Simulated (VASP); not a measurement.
# Sn2Te3Pt (P4/mmm) in VASP: a series of runs, part 2 of 2

VASP 6.6.1. The steps go on from the part before.

### 3 Single point, PBE

This run uses another cell than the first one, of 35.63 Å³/atom, 1.107 times its volume.

Input file INCAR:

```
  ALGO = Normal
  EDIFF = 1E-6
  ENCUT = 520
  GGA = PE
  ISIF = 2
  ISMEAR = 0
  LASPH = True
  LCHARG = False
  LREAL = False
  LWAVE = False
  NBANDS = 37
  NELM = 60
  PREC = Accurate
  SIGMA = 0.1
```

Input file KPOINTS:

```
k-points
0
Gamma
  4 4 4
```

Input file POSCAR:

```
Sn2Te3Pt
1.0
    6.3685919800      0.0000000000      0.0000000000
    0.0000000000      6.3685919800      0.0000000000
    0.0000000000      0.0000000000      5.2712814100
Sn Te Pt
2 3 1
Direct
    0.0000000000      0.5000000000      0.5000000000
    0.5000000000      0.0000000000      0.5000000000
    0.0000000000      0.0000000000      0.5000000000
    0.5000000000      0.5000000000      0.0000000000
    0.0000000000      0.0000000000      0.0000000000
    0.5000000000      0.5000000000      0.5000000000
```

Potentials or basis: VASP PAW PBE potentials, release 64 (Sn_d, Te, Pt).

On the command line:

```bash
> cat potpaw_PBE.64/Sn_d/POTCAR potpaw_PBE.64/Te/POTCAR potpaw_PBE.64/Pt/POTCAR > POTCAR
> mpirun -np 1 vasp_std > vasp.out
```

OUTCAR:

```text
EDIFF = 1E-6
   ENCUT = 520
   GGA = PE
   ISIF = 2
   ISMEAR = 0
   LASPH = True
   LREAL = False
   NELM = 60
   PREC = Accurate

 ion  position               nearest neighbor table
   1  0.000  0.500  0.500-   3 3.18   6 3.18   3 3.18   6 3.18
   2  0.500  0.000  0.500-   3 3.18   6 3.18   6 3.18   3 3.18
   3  0.000  0.000  0.500-   5 2.64   5 2.64   1 3.18   2 3.18   1 3.18   2 3.18
   4  0.500  0.500  0.000-   6 2.64   6 2.64
   5  0.000  0.000  0.000-   3 2.64   3 2.64
   6  0.500  0.500  0.500-   4 2.64   4 2.64   1 3.18   2 3.18   2 3.18   1 3.18

  LATTYP: Found a simple tetragonal cell.
 ALAT       =     6.3685919800
 C/A-ratio  =     0.8276996590

  Lattice vectors:

 A1 = (   6.3685919800,   0.0000000000,   0.0000000000)
 A2 = (   0.0000000000,   6.3685919800,   0.0000000000)
 A3 = (   0.0000000000,   0.0000000000,   5.2712814100)

Analysis of symmetry for initial positions (statically):
=====================================================================
 Subroutine PRICEL returns:
[... 172 lines left out ...]

 E-fermi :   4.7575     XC(G=0):  -8.7788

 val. band max:        4.7286908074   @ k =   0.5000   0.2500   0.5000
 cond. band min:       4.7699035921   @ k =   0.5000   0.5000   0.5000
 fundamental gap:      0.0412127847
 Fermi energy:         4.7574867607

 k-point     1 :       0.0000    0.0000    0.0000
  band No.  band energies     occupation
      1     -17.3392      2.00000
      2     -17.3325      2.00000
      3     -17.3185      2.00000
      4     -17.3185      2.00000
      5     -17.2470      2.00000
      6     -17.2470      2.00000
[... 709 lines left out ...]
     36       9.0139      0.00000
     37       9.0139      0.00000

------------------------ aborting loop because EDIFF is reached ----------------------------------------

  FORCE on cell =-STRESS in cart. coord.  units (eV):
  Direction    XX          YY          ZZ          XY          YZ          ZX
  --------------------------------------------------------------------------------------
  -------------------------------------------------------------------------------------
  Total       -6.3241785     -6.3241785     12.1703388      0.0000000      0.0000000      0.0000000
  in kB      -47.3927215    -47.3927215     91.2032251      0.0000000      0.0000000      0.0000000
  external PRESSURE =      -1.1940727 kB  Pullay stress =       0.0000000 kB

 VOLUME and BASIS-vectors are now :
 -----------------------------------------------------------------------------
  energy-cutoff  :      520.00
  volume of cell :      213.80
      direct lattice vectors                 reciprocal lattice vectors
     6.368591980  0.000000000  0.000000000     0.157020579  0.000000000  0.000000000
     0.000000000  6.368591980  0.000000000     0.000000000  0.157020579  0.000000000
     0.000000000  0.000000000  5.271281410     0.000000000  0.000000000  0.189707193

 POSITION                                       TOTAL-FORCE (eV/Angst)
 -----------------------------------------------------------------------------------
      0.00000      3.18430      2.63564         0.000000      0.000000      0.000000
      3.18430      0.00000      2.63564         0.000000      0.000000      0.000000
      0.00000      0.00000      2.63564         0.000000      0.000000      0.000000
      3.18430      3.18430      0.00000         0.000000      0.000000      0.000000
      0.00000      0.00000      0.00000         0.000000      0.000000      0.000000
      3.18430      3.18430      2.63564         0.000000      0.000000      0.000000
 -----------------------------------------------------------------------------------
    total drift:                                0.000000      0.000000     -0.000000

  FREE ENERGIE OF THE ION-ELECTRON SYSTEM (eV)
  ---------------------------------------------------
  free  energy   TOTEN  =       -20.8286737590 eV

  energy  without entropy=      -20.8005405481  energy(sigma->0) =      -20.81460715
```

OSZICAR:

```text
N       E                     dE             d eps       ncg     rms          rms(c)
DAV:   1     0.480418813148E+03    0.48042E+03   -0.24180E+04  1350   0.158E+03
DAV:   2     0.439474905055E+02   -0.43647E+03   -0.42231E+03  1385   0.420E+02
DAV:   3    -0.180282425839E+02   -0.61976E+02   -0.59946E+02  1637   0.145E+02
DAV:   4    -0.212425748049E+02   -0.32143E+01   -0.31670E+01  1503   0.342E+01
DAV:   5    -0.213612047368E+02   -0.11863E+00   -0.11846E+00  1925   0.700E+00    0.135E+01
DAV:   6    -0.209171558187E+02    0.44405E+00   -0.95473E-01  1480   0.482E+00    0.707E+00
DAV:   7    -0.209616148967E+02   -0.44459E-01   -0.14932E+00  1611   0.360E+00    0.533E+00
DAV:   8    -0.208291010618E+02    0.13251E+00   -0.60857E-01  1422   0.263E+00    0.149E+00
DAV:   9    -0.208288702966E+02    0.23077E-03   -0.42414E-02  1480   0.936E-01    0.552E-01
DAV:  10    -0.208285392222E+02    0.33107E-03   -0.44134E-03  1453   0.266E-01    0.303E-01
DAV:  11    -0.208286179018E+02   -0.78680E-04   -0.48072E-04  1477   0.121E-01    0.917E-02
DAV:  12    -0.208286588189E+02   -0.40917E-04   -0.12703E-04  1450   0.558E-02    0.380E-02
DAV:  13    -0.208286725588E+02   -0.13740E-04   -0.20073E-05  1316   0.256E-02    0.170E-02
DAV:  14    -0.208286740488E+02   -0.14900E-05   -0.38608E-06  1328   0.106E-02    0.691E-03
DAV:  15    -0.208286737590E+02    0.28979E-06   -0.55164E-07   806   0.537E-03
   1 F= -.20828674E+02 E0= -.20814607E+02  d E =-.281332E-01
```

Run time: 85 s. Hardware: 1 thread of Intel Xeon 6975P-C (Granite Rapids), shared host; peak memory 0.36 GiB.

What came out:

| Item | Value |
| --- | --- |
| Free energy | -20.8287 eV |
| Pressure | -0.1 GPa |
| Band gap on the k mesh | zero (band 28 reaches 5.27 eV, above the bottom of band 29 at 4.58 eV) |

Caveat: spin-orbit coupling is left out, which moves the levels of the heavy elements.

### 4 Single point, PBE

Input file INCAR:

```
ALGO = Normal
EDIFF = 1E-7
ENCUT = 520
GGA = PE
ISIF = 2
ISMEAR = 0
LASPH = T
LCHARG = F
LREAL = F
LWAVE = F
NBANDS = 37
NELM = 60
PREC = Accurate
SIGMA = 0.1
```

Input file KPOINTS:

```
k-points
0
Gamma
  6 6 8
```

Edit POSCAR of step 3 so:

```diff
@@ -2,5 +2,5 @@
 1.0
-    6.3685919800      0.0000000000      0.0000000000
-    0.0000000000      6.3685919800      0.0000000000
-    0.0000000000      0.0000000000      5.2712814100
+    5.8362706477      0.0000000000      0.0000000000
+    0.0000000000      5.8362706477      0.0000000000
+    0.0000000000      0.0000000000      5.6672438409
 Sn Te Pt
```

On the command line:

```bash
> cat potpaw_PBE.64/Sn_d/POTCAR potpaw_PBE.64/Te/POTCAR potpaw_PBE.64/Pt/POTCAR > POTCAR
> mpirun -np 1 vasp_std > vasp.out
```

Run time: 7 min. Hardware: 1 thread of Intel Xeon 6975P-C, shared host; peak memory 0.53 GiB.

The run converged. Its results:

* Free energy: -22.0436 eV
* Pressure: 0.0 GPa
* Band gap on the k mesh: zero (band 28 reaches 6.15 eV, above the bottom of band 29 at 5.11 eV)

Levels at points of the mesh, in eV from the Fermi level:
| k point | band 26 | band 27 | band 28 | band 29 | band 30 | band 31 |
| --- | --- | --- | --- | --- | --- | --- |
| (0.00, 0.00, 0.00) | -1.51 | -0.71 | -0.71 | 0.83 | 0.96 | 1.17 |
| (0.50, 0.00, 0.00) | -1.25 | -0.75 | -0.43 | 0.32 | 0.41 | 0.63 |
| (0.50, 0.50, 0.00) | -1.18 | -1.18 | 0.47 | 0.47 | 0.81 | 0.82 |
| (0.00, 0.00, 0.50) | -0.87 | -0.20 | -0.20 | -0.01 | 0.10 | 0.11 |
| (0.50, 0.00, 0.50) | -1.13 | -0.93 | -0.74 | -0.41 | 0.30 | 0.98 |
| (0.50, 0.50, 0.50) | -0.55 | -0.55 | 0.34 | 0.34 | 0.87 | 2.05 |

Caveat: spin-orbit coupling is left out, which moves the levels of the heavy elements.

### 5 Relaxation of cell and atoms, PBE

This run uses another cell than the first one, of 35.63 Å³/atom, 1.107 times its volume.

Input file INCAR:

```
SYSTEM = Sn2Te3Pt
ALGO = Normal
EDIFF = 1E-7
EDIFFG = -0.04
ENCUT = 600
GGA = PE
IBRION = 2
ISIF = 3
ISMEAR = 0
LASPH = .TRUE.
LCHARG = .FALSE.
LREAL = .FALSE.
LWAVE = .FALSE.
NELM = 60
NSW = 90
PREC = Accurate
SIGMA = 0.1
```

Input file KPOINTS:

```
k-points
0
G
  4 4 4
  0 0 0
```

Edit POSCAR of step 4 so:

```diff
@@ -2,5 +2,5 @@
 1.0
-    5.8362706477      0.0000000000      0.0000000000
-    0.0000000000      5.8362706477      0.0000000000
-    0.0000000000      0.0000000000      5.6672438409
+    6.3685919800      0.0000000000      0.0000000000
+    0.0000000000      6.3685919800      0.0000000000
+    0.0000000000      0.0000000000      5.2712814100
 Sn Te Pt
```

On the command line:

```bash
> cat potpaw_PBE.64/Sn_d/POTCAR potpaw_PBE.64/Te/POTCAR potpaw_PBE.64/Pt/POTCAR > POTCAR
> mpirun -np 1 vasp_std > vasp.out
```

Run time: 17 min. Hardware: 1 thread of Intel Xeon 6975P-C, shared host; peak memory 0.47 GiB.

Results (log left out):

| Quantity | Value |
| --- | --- |
| Free energy | -21.9539 eV |
| Relaxed volume | 32.22 Å³/atom |
| Relaxed cell | a = 5.824 Å, b = 5.824 Å, c = 5.698 Å, α = 90.00°, β = 90.00°, γ = 90.00° |
| Space group after relaxing (to 0.05 Å) | P4/mmm (No. 123) |
| Energy gained by relaxing | 187.5 meV/atom |
| Ionic steps | 7 |
| Pressure after relaxing | 0.0 GPa |
| Band gap on the k mesh | zero (band 28 reaches 6.13 eV, above the bottom of band 29 at 5.08 eV) |

The path:
```csv
step,energy change (eV),largest force (eV/Å),pressure (GPa),volume (Å³)
1,0.0000,0.0000,-0.11,213.80
2,-0.9328,0.0000,-2.97,211.55
3,-0.9370,0.0000,-3.03,211.38
4,-1.1128,0.0000,0.32,191.25
5,-1.1183,0.0000,-0.27,193.91
6,-1.1249,0.0000,0.05,193.17
7,-1.1251,0.0000,-0.01,193.29
```

Final structure:
```yaml
crystal:
  lattice:
    - [5.82415, 0.00000, 0.00000]
    - [0.00000, 5.82415, 0.00000]
    - [0.00000, 0.00000, 5.69836]
  atoms:
    - { symbol: Sn, position: [0.00000, 0.50000, 0.50000] }
    - { symbol: Sn, position: [0.50000, 0.00000, 0.50000] }
    - { symbol: Te, position: [0.00000, 0.00000, 0.50000] }
    - { symbol: Te, position: [0.50000, 0.50000, 0.00000] }
    - { symbol: Te, position: [0.00000, 0.00000, 0.00000] }
    - { symbol: Pt, position: [0.50000, 0.50000, 0.50000] }
```

Levels at points of the mesh, in eV from the Fermi level:
```csv
k point,band 25,band 26,band 27,band 28,band 29,band 30,band 31,band 32
"(0.00, 0.00, 0.00)",-1.89,-1.58,-0.61,-0.61,0.79,0.94,1.15,1.15
"(0.50, 0.00, 0.00)",-1.73,-1.27,-0.63,-0.43,0.35,0.36,0.62,1.05
"(0.50, 0.50, 0.00)",-1.68,-1.06,-1.06,0.45,0.45,0.83,0.89,0.89
"(0.00, 0.00, 0.50)",-1.56,-0.71,-0.23,-0.23,-0.03,0.11,0.11,0.12
"(0.50, 0.00, 0.50)",-1.23,-1.16,-0.81,-0.74,-0.48,0.34,1.00,1.46
"(0.50, 0.50, 0.50)",-0.72,-0.45,-0.45,0.36,0.36,0.89,2.05,2.05
```

Caveat: spin-orbit coupling is left out, which moves the levels of the heavy elements.

### 6 Summary

| task | cell | k mesh | cutoff (eV) | gap on the mesh (eV) | pressure (GPa) |
| --- | --- | --- | --- | --- | --- |
| single point | a = 5.821, b = 5.821, c = 5.700 Å, 6 atoms | 4 × 4 × 4 | 520 | none | 0.0 |
| single point | a = 6.369, b = 6.369, c = 5.271 Å, 6 atoms | 4 × 4 × 4 | 520 | none | -0.1 |
| single point | a = 5.836, b = 5.836, c = 5.667 Å, 6 atoms | 6 × 6 × 8 | 520 | none | 0.0 |
| relaxation of cell and atoms | relaxed from a = 6.369, b = 6.369, c = 5.271 Å, 6 atoms | 4 × 4 × 4 | 600 | none | 0.0 |

Alike in all rows: level PBE; potentials or basis VASP PAW PBE potentials, release 64 (Sn_d, Te, Pt); no spin polarisation; smearing gaussian 0.1 eV.

Caveats: spin-orbit coupling is left out, which moves the levels of the heavy elements.

Total energies depend on the potentials used, so only differences within one code and one set of settings carry meaning.
